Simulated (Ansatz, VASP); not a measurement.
## One calculation of HfC, two programs

```
Hf C
1.0
     2.90089    0.00000    0.00000
     0.00000    2.90089    0.00000
     0.00000    0.00000    2.90089
Hf C
1 1
Direct
  0.00000 0.00000 0.00000
  0.50000 0.50000 0.50000
```

Alike in both runs: task single point; functional PBEsol; k mesh 12 × 12 × 12; occupations gaussian, width 0.05 eV; no spin polarisation.

|  | VASP | Ansatz |
| --- | --- | --- |
| version | VASP 6.6.1 | Ansatz 0.2.0 |
| potentials or method | VASP PAW PBE potentials, release 64 (Hf_pv, C), cutoff 520 eV | scalar-relativistic, plane waves, PAW |
| valence electrons in the cell | 14 | 30 |

```csv
,VASP,Ansatz,Ansatz less VASP
gap on the k mesh at the Fermi level (eV),none,none,-
pressure (GPa),-8.1,-6.9,+1.16
```

VASP's potentials were made for PBE, not for PBEsol. A gap of «none» marks a metal or a gap that the smearing closes. With one functional, cell and mesh, what is left measures potentials, basis and numerics. VASP's potentials hold 14 valence electrons a cell and Ansatz's 30, so a difference there can come from the potentials and not from the codes.

Neither program's run includes spin-orbit coupling.
